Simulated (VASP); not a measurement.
# SnO2 (P6_3/mmc) in VASP: notebook

The runs below take SnO2 through single point, with PBE+D3(BJ).

Everything below comes from runs of VASP 6.6.1. Logs are shortened: lines on timing, memory, paths and dates and some standing lists are left out, and cuts for length are marked.

### Step 1. The cell of the first run

Symmetry: P6_3/mmc, No. 194, hexagonal system. The conventional cell has a = 3.254 Å, b = 3.254 Å, c = 9.663 Å, α = 90.00°, β = 90.00°, γ = 120.00°. Within 2.8 Å of Sn (site symmetry -3m) lie 6 O at 2.10 Å. O (site symmetry 3m) has 3 Sn at 2.10 Å and 3 O at 2.67 Å within 2.8 Å.

### Step 2. Single point, PBE+D3(BJ) (14.76 Å³/atom)

Contents of INCAR:

```
ALGO = Normal ; EDIFF = 1E-6
ENCUT = 520 ; GGA = PE
ISIF = 2 ; ISMEAR = 0
IVDW = 12 ; LASPH = True
LCHARG = True ; LELF = True
LREAL = False ; LVHAR = True
LWAVE = False ; NBANDS = 35
NELM = 100 ; PREC = Accurate
SIGMA = 0.05
```

Contents of KPOINTS:

```
k-points
0
Gamma
  12 12 4
```

Contents of POSCAR:

```
SnO2
1.0
    3.2535759035      0.0000000000      0.0000000000
   -1.6267879517      2.8176793856      0.0000000000
    0.0000000000      0.0000000000      9.6627950757
Sn O
2 4
Direct
    0.0000000000      0.0000000000      0.5000000000
    0.0000000000      0.0000000000      0.0000000000
    0.6666666667      0.3333333333      0.4017901367
    0.6666666667      0.3333333333      0.0982098633
    0.3333333333      0.6666666667      0.5982098633
    0.3333333333      0.6666666667      0.9017901367
```

Potentials or basis: VASP PAW PBE potentials, release 64 (Sn_d, O).

On the command line:

```sh
$ cat potpaw_PBE.64/Sn_d/POTCAR potpaw_PBE.64/O/POTCAR > POTCAR
$ mpirun -np 1 vasp_std > vasp.out
```

OUTCAR:

```text
EDIFF = 1E-6
   ENCUT = 520
   GGA = PE
   ISIF = 2
   ISMEAR = 0
   IVDW = 12
   LASPH = True
   LREAL = False
   NELM = 100
   PREC = Accurate
 IVDW          = 12

 ion  position               nearest neighbor table
   1  0.000  0.000  0.500-   3 2.10   5 2.10   5 2.10   3 2.10   3 2.10   5 2.10
   2  0.000  0.000  0.000-   4 2.10   6 2.10   6 2.10   4 2.10   4 2.10   6 2.10
   3  0.667  0.333  0.402-   1 2.10   1 2.10   1 2.10
   4  0.667  0.333  0.098-   2 2.10   2 2.10   2 2.10
   5  0.333  0.667  0.598-   1 2.10   1 2.10   1 2.10
   6  0.333  0.667  0.902-   2 2.10   2 2.10   2 2.10

  LATTYP: Found a hexagonal cell.
 ALAT       =     3.2535759035
 C/A-ratio  =     2.9699000000

  Lattice vectors:

 A1 = (   3.2535759035,   0.0000000000,   0.0000000000)
 A2 = (  -1.6267879517,   2.8176793856,   0.0000000000)
 A3 = (   0.0000000000,   0.0000000000,   9.6627950757)

Analysis of symmetry for initial positions (statically):
=====================================================================
 Subroutine PRICEL returns:
 Original cell was already a primitive cell.

 Routine SETGRP: Setting up the symmetry group for a
 hexagonal supercell.

 Subroutine GETGRP returns: Found 24 space group operations
 (whereof 12 operations were pure point group operations)
 out of a pool of 24 trial point group operations.

The static configuration has the point symmetry D_3d.
 The point group associated with its full space group is D_6h.

Analysis of symmetry for dynamics (positions and initial velocities):
=====================================================================
 Subroutine PRICEL returns:
 Original cell was already a primitive cell.

 Routine SETGRP: Setting up the symmetry group for a
 hexagonal supercell.

 Subroutine GETGRP returns: Found 24 space group operations
 (whereof 12 operations were pure point group operations)
 out of a pool of 24 trial point group operations.

The dynamic configuration has the point symmetry D_3d.
 The point group associated with its full space group is D_6h.

 Subroutine INISYM returns: Found 24 space group operations
 (whereof 12 operations are pure point group operations),
 and found     1 'primitive' translations

----------------------------------------------------------------------------------------

                                     Primitive cell

  volume of cell :      88.5840

  direct lattice vectors                    reciprocal lattice vectors
     3.253575903  0.000000000  0.000000000     0.307354133  0.177450991  0.000000000
    -1.626787952  2.817679386  0.000000000     0.000000000  0.354901983  0.000000000
     0.000000000  0.000000000  9.662795076     0.000000000  0.000000000  0.103489724

  length of vectors
     3.253575903  3.253575903  9.662795076     0.354901983  0.354901983  0.103489724

  position of ions in fractional coordinates (direct lattice)
     0.000000000  0.000000000  0.500000000
     0.000000000  0.000000000  0.000000000
     0.666666667  0.333333333  0.401790137
     0.666666667  0.333333333  0.098209863
     0.333333333  0.666666667  0.598209863
     0.333333333  0.666666667  0.901790137

  ion indices of the primitive-cell ions
   primitive index   ion index
                 1           1
                 2           2
                 3           3
                 4           4
                 5           5
                 6           6

----------------------------------------------------------------------------------------

 KPOINTS: k-points

Automatic generation of k-mesh.
 Grid dimensions read from file:
 generate k-points for:   12   12    4

 Generating k-lattice:

  Cartesian coordinates                     Fractional coordinates (reciprocal lattice)
     0.025612844  0.014787583  0.000000000     0.083333333 -0.000000000  0.000000000
     0.000000000  0.029575165  0.000000000     0.000000000  0.083333333  0.000000000
     0.000000000  0.000000000  0.025872431     0.000000000  0.000000000  0.250000000

  Length of vectors
     0.029575165  0.029575165  0.025872431

  Shift w.r.t. Gamma in fractional coordinates (k-lattice)
     0.000000000  0.000000000  0.000000000

 Subroutine IBZKPT returns following result:
 ===========================================

 Found     57 irreducible k-points:

 Following reciprocal coordinates:
            Coordinates               Weight
  0.000000  0.000000  0.000000      1.000000
  0.083333  0.000000  0.000000      6.000000
  0.166667  0.000000  0.000000      6.000000
  0.250000  0.000000  0.000000      6.000000
  0.333333  0.000000  0.000000      6.000000
  0.416667  0.000000  0.000000      6.000000
[... 16 lines left out ...]
  0.250000  0.000000  0.250000     12.000000
  0.333333  0.000000  0.250000     12.000000
 [... further k-points ...]
   k-points           NKPTS =     57   k-points in BZ     NKDIM =     57   number of bands    NBANDS=     35
   number of dos      NEDOS =    301   number of ions     NIONS =      6
   total plane-waves  NPLWV =  41472
   dimension x,y,z NGX =    24 NGY =   24 NGZ =   72
   dimension x,y,z NGXF=    48 NGYF=   48 NGZF=  144
   ions per type =               2   4
   NGX,Y,Z   is equivalent  to a cutoff of  12.26, 12.26, 12.39 a.u.
   NGXF,Y,Z  is equivalent  to a cutoff of  24.53, 24.53, 24.77 a.u.
 SYSTEM =  unknown system
   PREC   = accura    normal or accurate (medium, high low for compatibility)
   ISTART =      0    job   : 0-new  1-cont  2-samecut
   ICHARG =      2    charge: 1-file 2-atom 10-const
   ISPIN  =      1    spin polarized calculation?
   LNONCOLLINEAR =      F non collinear calculations
   LSORBIT =      F    spin-orbit coupling
   LASPH  =      T    aspherical Exc in radial PAW
   ENCUT  =  520.0 eV  38.22 Ry    6.18 a.u.   6.05  6.05 17.97*2*pi/ulx,y,z
   NELM   =    100;   NELMIN=  2; NELMDL= -5     # of ELM steps
   EDIFF  = 0.1E-05   stopping-criterion for ELM
   LREAL  =      F    real-space projection
[... 7 lines left out ...]
   TEBEG  =    0.0;   TEEND  =   0.0 temperature during run
   PSTRESS=    0.0 pullay stress
   NELECT =      52.0000    total number of electrons
   NUPDOWN=      -1.0000    fix difference up-down
   EMIN   =  10.00;   EMAX   =-10.00  energy-range for DOS
   EFERMI =   0.00;   METHOD = LEGACY
   ISMEAR =     0;   SIGMA  =   0.05  broadening in eV -4-tet -1-fermi 0-gaus
   EFERMI_NEDOS =   21; number of points for ismear=-14 and -15
   IALGO  =     38    algorithm
   IMIX   =      4    mixing-type and parameters
     AMIX     =   0.40;   BMIX     =  1.00
     AMIX_MAG =   1.60;   BMIX_MAG =  1.00
  volume/ion in A,a.u.               =      14.76        99.63
  Fermi-wavevector in a.u.,A,eV,Ry     =   1.370748  2.590337 25.564656  1.878949
  Thomas-Fermi vector in A             =   2.496506
   LORBIT       =      0    0 simple, 1 ext, 2 COOP (PROOUT), +10 PAW based schemes
   GGA     = PE    functional components
   LHFCALC =     F    Hartree Fock is set to
   AEXX    =    0.0000 exact exchange contribution
   IVDW    =    12    specifies the selected vdW correction
   LEPSILON=     F    determine dielectric tensor
   LRPA    =     F    only Hartree local field effects (RPA)
 non-spin polarized calculation
 Gauss-broadening in eV      SIGMA  =   0.05
  energy-cutoff  :      520.00
  volume of cell :       88.58
 maximum number of plane-waves:      2415
   NGX = 13   NGY = 13   NGZ = 35

 number of electron      52.0000016 magnetization

 Free energy of the ion-electron system (eV)
  ---------------------------------------------------
  ext. energy  EPLUGINS =         0.00000000
  ---------------------------------------------------
  free energy    TOTEN  =       -36.14224396 eV

  energy without entropy =      -36.14224396  energy(sigma->0) =      -36.14224396

 E-fermi :   3.7775     XC(G=0):  -9.7900

 val. band max:        3.4656733575   @ k =   0.2500   0.2500   0.0000
 cond. band min:       5.1001467557   @ k =   0.0000   0.0000   0.0000
 fundamental gap:      1.6344733982
 Fermi energy:         3.7774535318

 k-point     1 :       0.0000    0.0000    0.0000
  band No.  band energies     occupation
      1     -16.9049      2.00000
      2     -16.9012      2.00000
      3     -16.5884      2.00000
      4     -16.5884      2.00000
      5     -16.5881      2.00000
      6     -16.5881      2.00000
[... 27 lines left out ...]
     34      14.3225      0.00000
     35      14.3225      0.00000

 k-point     2 :       0.0833    0.0000    0.0000
  band No.  band energies     occupation
      1     -16.8740      2.00000
      2     -16.8706      2.00000
      3     -16.6497      2.00000
      4     -16.6480      2.00000
      5     -16.5756      2.00000
      6     -16.5754      2.00000
[... 27 lines left out ...]
     34      14.4931      0.00000
     35      14.7705      0.00000

 k-point     3 :       0.1667    0.0000    0.0000
  band No.  band energies     occupation
      1     -16.8684      2.00000
      2     -16.8640      2.00000
      3     -16.7355      2.00000
      4     -16.7324      2.00000
      5     -16.5461      2.00000
      6     -16.5457      2.00000
[... 27 lines left out ...]
     34      14.9794      0.00000
     35      15.0345      0.00000

 k-point     4 :       0.2500    0.0000    0.0000
  band No.  band energies     occupation
      1     -17.0577      2.00000
      2     -17.0503      2.00000
      3     -16.6469      2.00000
      4     -16.6447      2.00000
      5     -16.5225      2.00000
      6     -16.5220      2.00000
[... 27 lines left out ...]
     34      15.4349      0.00000
     35      15.5266      0.00000

 k-point     5 :       0.3333    0.0000    0.0000
  band No.  band energies     occupation
      1     -17.2442      2.00000
      2     -17.2351      2.00000
      3     -16.5724      2.00000
      4     -16.5706      2.00000
      5     -16.5161      2.00000
      6     -16.5156      2.00000
[... 638 lines left out ...]
 k-point    22 :       0.1667    0.0000    0.2500
  band No.  band energies     occupation
      1     -16.8678      2.00000
      2     -16.8646      2.00000
      3     -16.7350      2.00000
      4     -16.7329      2.00000
      5     -16.5460      2.00000
      6     -16.5458      2.00000
[... 27 lines left out ...]
     34      14.9264      0.00000
     35      15.0336      0.00000

 k-point    23 :       0.2500    0.0000    0.2500
  band No.  band energies     occupation
      1     -17.0567      2.00000
      2     -17.0514      2.00000
      3     -16.6466      2.00000
      4     -16.6451      2.00000
      5     -16.5224      2.00000
      6     -16.5221      2.00000
[... 27 lines left out ...]
     34      15.4550      0.00000
     35      15.4762      0.00000

 k-point    24 :       0.3333    0.0000    0.2500
  band No.  band energies     occupation
      1     -17.2428      2.00000
      2     -17.2364      2.00000
      3     -16.5721      2.00000
      4     -16.5709      2.00000
      5     -16.5160      2.00000
      6     -16.5157      2.00000
[... 27 lines left out ...]
     34      15.5817      0.00000
     35      15.8654      0.00000

 [... further k-points ...]

------------------------ aborting loop because EDIFF is reached ----------------------------------------

 Edisp (eV)   -1.03575

 E8    (eV) :    -0.4073

  FORCE on cell =-STRESS in cart. coord.  units (eV):
  Direction    XX          YY          ZZ          XY          YZ          ZX
  --------------------------------------------------------------------------------------
  -------------------------------------------------------------------------------------
  Total      -0.11611    -0.11611     3.22406    -0.00000     0.00000     0.00000
  in kB      -2.10005    -2.10005    58.31198    -0.00000     0.00000     0.00000
  external pressure =       18.04 kB  Pullay stress =        0.00 kB

 VOLUME and BASIS-vectors are now :
 -----------------------------------------------------------------------------
  energy-cutoff  :      520.00
  volume of cell :       88.58
      direct lattice vectors                 reciprocal lattice vectors
     3.253575903  0.000000000  0.000000000     0.307354133  0.177450991  0.000000000
    -1.626787952  2.817679386  0.000000000     0.000000000  0.354901983  0.000000000
     0.000000000  0.000000000  9.662795076     0.000000000  0.000000000  0.103489724

 POSITION                                       TOTAL-FORCE (eV/Angst)
 -----------------------------------------------------------------------------------
      0.00000      0.00000      4.83140        -0.000000      0.000000      0.000000
      0.00000      0.00000      0.00000        -0.000000      0.000000      0.000000
      1.62679      0.93923      3.88242        -0.000000      0.000000     -0.579780
      1.62679      0.93923      0.94898         0.000000      0.000000      0.579780
     -0.00000      1.87845      5.78038         0.000000     -0.000000      0.579780
     -0.00000      1.87845      8.71381        -0.000000      0.000000     -0.579780
 -----------------------------------------------------------------------------------
    total drift:                               -0.000000      0.000000      0.000000

  FREE ENERGIE OF THE ION-ELECTRON SYSTEM (eV)
  ---------------------------------------------------
  free  energy   TOTEN  =       -37.1779971973 eV

  energy  without entropy=      -37.1779971973  energy(sigma->0) =      -37.17799720
```

Wall time 89 s (1 thread of AMD EPYC 9R45 (Zen 5), shared host); peak memory 0.26 GiB.

What came out:

```
Free energy                : -37.1780 eV
Pressure                   : 1.8 GPa
Largest force              : 0.580 eV/Å
Band gap on the k mesh     : 1.63 eV (least direct gap 2.09 eV)
Dispersion energy per atom : -0.173 eV
```

Forces in eV/Å, atoms in the order of the input:
```
Sn   0.000  0.000  0.000
Sn   0.000  0.000  0.000
O    0.000  0.000 -0.580
O    0.000  0.000  0.580
O    0.000  0.000  0.580
O    0.000  0.000 -0.580
```

Caveat: the stress differs along the axes, from -0 to 6 GPa; spin-orbit coupling is left out, which moves the levels of the heavy elements.

### Step 3. Single point, PBE+D3(BJ) (14.76 Å³/atom)

Contents of INCAR:

```
SYSTEM = SnO2
PREC = Accurate
ENCUT = 520
EDIFF = 1E-6
ISMEAR = 0
SIGMA = 0.05
LREAL = .False.
LASPH = .True.
NELM = 80
ALGO = Normal
ISIF = 2
LWAVE = .False.
LCHARG = .False.
GGA = PE
IVDW = 12
NBANDS = 35
```

Contents of KPOINTS:

```
Automatic mesh
0
Gamma
  12 12 4
  0 0 0
```

POSCAR: that of step 2 with these lines changed.

```diff
@@ -2,5 +2,5 @@
 1.0
-    3.2535759035      0.0000000000      0.0000000000
-   -1.6267879517      2.8176793856      0.0000000000
-    0.0000000000      0.0000000000      9.6627950757
+    3.1257378118      0.0000000000      0.0000000000
+   -1.5628689059      2.7069683506      0.0000000000
+    0.0000000000      0.0000000000     10.4693462269
 Sn O
```

Potentials or basis: VASP PAW PBE potentials, release 64 (Sn_d, O).

On the command line:

```sh
$ cat potpaw_PBE.64/Sn_d/POTCAR potpaw_PBE.64/O/POTCAR > POTCAR
$ mpirun -np 1 vasp_std > vasp.out
```

It took 87 s on 1 thread of AMD EPYC 9R45 (Zen 5), shared host; peak memory 0.27 GiB.

Results (log left out):

```
Free energy                : -37.1034 eV
Pressure                   : 9.4 GPa
Largest force              : 0.476 eV/Å
Band gap on the k mesh     : 2.61 eV (least direct gap 3.05 eV)
Dispersion energy per atom : -0.172 eV
```

Forces on the atoms (eV/Å):
```
Sn   0.000  0.000  0.000
Sn   0.000  0.000  0.000
O    0.000  0.000 -0.476
O    0.000  0.000  0.476
O    0.000  0.000  0.476
O    0.000  0.000 -0.476
```

Stress tensor (GPa, compression positive):
```
12.57  0.00  0.00
 0.00 12.57  0.00
 0.00  0.00  2.99
```

Levels at points of the mesh, in eV from the valence-band top:
```csv
k point,band 22,band 23,band 24,band 25,band 26,band 27,band 28,band 29,band 30,band 31
"(0.00, 0.00, 0.00)",-0.77,-0.77,-0.74,-0.74,-0.44,2.61,3.46,5.84,6.21,10.78
"(0.50, 0.00, 0.00)",-1.32,-0.55,-0.53,-0.48,-0.06,5.76,5.95,7.28,7.95,10.59
"(0.00, 0.00, 0.50)",-0.84,-0.76,-0.76,-0.76,-0.76,3.05,3.05,6.03,6.03,10.84
"(0.50, 0.00, 0.50)",-1.54,-0.51,-0.51,-0.28,-0.28,5.85,5.85,7.60,7.60,10.77
```

Caveat: the stress differs along the axes, from 3 to 13 GPa; spin-orbit coupling is left out, which moves the levels of the heavy elements. A k mesh can miss the band edges.

### Step 4. Single point, PBE+D3(BJ) (14.76 Å³/atom)

Contents of INCAR:

```
  ALGO = Normal
  EDIFF = 1E-7
  ENCUT = 520
  GGA = PE
  ISIF = 2
  ISMEAR = 0
  IVDW = 12
  LASPH = T
  LCHARG = T
  LELF = T
  LREAL = F
  LVHAR = T
  LWAVE = F
  NBANDS = 35
  NELM = 100
  PREC = Accurate
  SIGMA = 0.05
```

Contents of KPOINTS:

```
k-points
0
Gamma
  12 12 4
```

POSCAR: that of step 3 with these lines changed.

```diff
@@ -2,5 +2,5 @@
 1.0
-    3.1257378118      0.0000000000      0.0000000000
-   -1.5628689059      2.7069683506      0.0000000000
-    0.0000000000      0.0000000000     10.4693462269
+    3.2103803181      0.0000000000      0.0000000000
+   -1.6051901590      2.7802709113      0.0000000000
+    0.0000000000      0.0000000000      9.9245697155
 Sn O
```

On the command line:

```sh
$ cat potpaw_PBE.64/Sn_d/POTCAR potpaw_PBE.64/O/POTCAR > POTCAR
$ mpirun -np 1 vasp_std > vasp.out
```

Wall time 1.7 min (1 thread of AMD EPYC 9R45 (Zen 5), shared host); peak memory 0.27 GiB.

It converged, with:

| Property | Result |
| --- | --- |
| Free energy | -37.2298 eV |
| Pressure | 4.2 GPa |
| Largest force | 0.573 eV/Å |
| Band gap on the k mesh | 1.99 eV (least direct gap 2.42 eV) |
| Dispersion energy per atom | -0.172 eV |

Forces on the atoms (eV/Å):
```
Sn   0.000  0.000  0.000
Sn   0.000  0.000  0.000
O    0.000  0.000 -0.573
O    0.000  0.000  0.573
O    0.000  0.000  0.573
O    0.000  0.000 -0.573
```

Stress tensor (GPa, compression positive):
```
3.94 0.00 0.00
0.00 3.94 0.00
0.00 0.00 4.86
```

Levels at points of the mesh, in eV from the valence-band top:
| k point | band 23 | band 24 | band 25 | band 26 | band 27 | band 28 | band 29 | band 30 |
| --- | --- | --- | --- | --- | --- | --- | --- | --- |
| (0.00, 0.00, 0.00) | -1.14 | -1.08 | -1.08 | -0.44 | 1.99 | 3.02 | 5.35 | 5.93 |
| (0.50, 0.00, 0.00) | -0.78 | -0.73 | -0.64 | -0.09 | 5.27 | 5.49 | 6.86 | 7.80 |
| (0.00, 0.00, 0.50) | -1.11 | -1.11 | -0.96 | -0.96 | 2.53 | 2.53 | 5.65 | 5.65 |
| (0.50, 0.00, 0.50) | -0.68 | -0.68 | -0.37 | -0.37 | 5.37 | 5.37 | 7.29 | 7.29 |

Caveat: the cell stands under pressure; spin-orbit coupling is left out, which moves the levels of the heavy elements. A k mesh can miss the band edges.

### Step 5. The runs side by side

| cell | gap on the mesh (eV) | pressure (GPa) | largest force (eV/Å) |
| --- | --- | --- | --- |
| a = 3.254, b = 3.254, c = 9.663 Å, angles 90.0, 90.0, 120.0°, 6 atoms | 1.63 | 1.8 | 0.58 |
| a = 3.126, b = 3.126, c = 10.469 Å, angles 90.0, 90.0, 120.0°, 6 atoms | 2.61 | 9.4 | 0.48 |
| a = 3.210, b = 3.210, c = 9.925 Å, angles 90.0, 90.0, 120.0°, 6 atoms | 1.99 | 4.2 | 0.57 |

Alike in all rows: task single point; level PBE+D3(BJ); potentials or basis VASP PAW PBE potentials, release 64 (Sn_d, O); no spin polarisation; k mesh 12 × 12 × 4; cutoff (eV) 520; smearing gaussian 0.05 eV.

Caveats: spin-orbit coupling is left out, which moves the levels of the heavy elements; the stress differs along the axes, from -0 to 6 GPa (at least some runs); the stress differs along the axes, from 3 to 13 GPa (at least some runs); the cell stands under pressure (at least some runs).

Absolute energies hang on the potentials; compare differences alone.
